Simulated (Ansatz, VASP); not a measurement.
P: VASP beside Ansatz

INCAR

```
  PREC = Accurate
  ENCUT = 520
  EDIFF = 1E-6
  ISMEAR = -1
  SIGMA = 0.05
  LREAL = False
  LASPH = True
  NELM = 100
  ALGO = Normal
  ISIF = 2
  LWAVE = False
  LCHARG = False
  GGA = RP
  NBANDS = 18
```

KPOINTS

```
regular mesh
0
Gamma
  5 5 4
```

POSCAR

```
P
1.0
    1.6477431241     -5.4650377251      0.0000000000
    1.6477431241      5.4650377251      0.0000000000
    0.0000000000      0.0000000000      4.5436355900
P
4
Direct
    0.9041431300      0.0958568700      0.5888151700
    0.0958568700      0.9041431300      0.4111848300
    0.5958568700      0.4041431300      0.0888151700
    0.4041431300      0.5958568700      0.9111848300
```

Contents of input.yaml:

```yaml
crystal:
  lattice:
    - [1.6477431241, -5.4650377251, 0.0]
    - [1.6477431241, 5.4650377251, 0.0]
    - [0.0, 0.0, 4.54363559]
  atoms:
    - { symbol: P, position: [0.90414313, 0.09585687, 0.58881517] }
    - { symbol: P, position: [0.09585687, 0.90414313, 0.41118483] }
    - { symbol: P, position: [0.59585687, 0.40414313, 0.08881517] }
    - { symbol: P, position: [0.40414313, 0.59585687, 0.91118483] }
hamiltonian:
  xc: rpbe
  pseudopotentials: { kind: paw }
kpoints:
  mp_grid: { grid: [5, 5, 4] }
scf:
  occupations: { method: fermi_dirac, width: 0.05 }
  n_extra_bands: 10
output:
  forces: true
  stress: true
  eigenvalues: true
  dos: { projected: true, de: 0.05, nscf_kmesh: { grid: [8, 8, 6] } }
  write_density: true
  write_potential: true
  elf: true
  volumetric_format: npy
```

Alike in both runs: functional RPBE; k mesh 5 × 5 × 4; occupations fermi-dirac, width 0.05 eV; no spin polarisation.

|  | VASP | Ansatz |
| --- | --- | --- |
| version | VASP 6.6.1 | Ansatz 0.2.0 |
| potentials or method | VASP PAW PBE potentials, release 64 (P) | Ansatz PAW |
| plane-wave cutoff (eV) | 520 | 420 |
| valence electrons in the cell | 20 | 20 |
| task | single point | projected density of states |

Ansatz gave:

* gap on the k mesh at the Fermi level (eV): 0.49
* least direct gap on the mesh (eV): 0.49
* pressure (GPa): 3.9
* traceless stress, the component that is largest in VASP (GPa): 0.61
* rms of the force components (eV/Å): 0.205

Problem. What did VASP give for the same quantities?

Solution. gap on the k mesh at the Fermi level (eV): 0.51; least direct gap on the mesh (eV): 0.51; pressure (GPa): 3.4; traceless stress, the component that is largest in VASP (GPa): 0.56; rms of the force components (eV/Å): 0.164.

VASP's potentials were made for PBE, not for RPBE. Atom by atom the forces differ by 0.046 eV/Å (rms over components).

Noted on Ansatz's run: odd divisions of the mesh miss points on the zone boundary, where band edges often lie, so the gap on the mesh can be too wide.
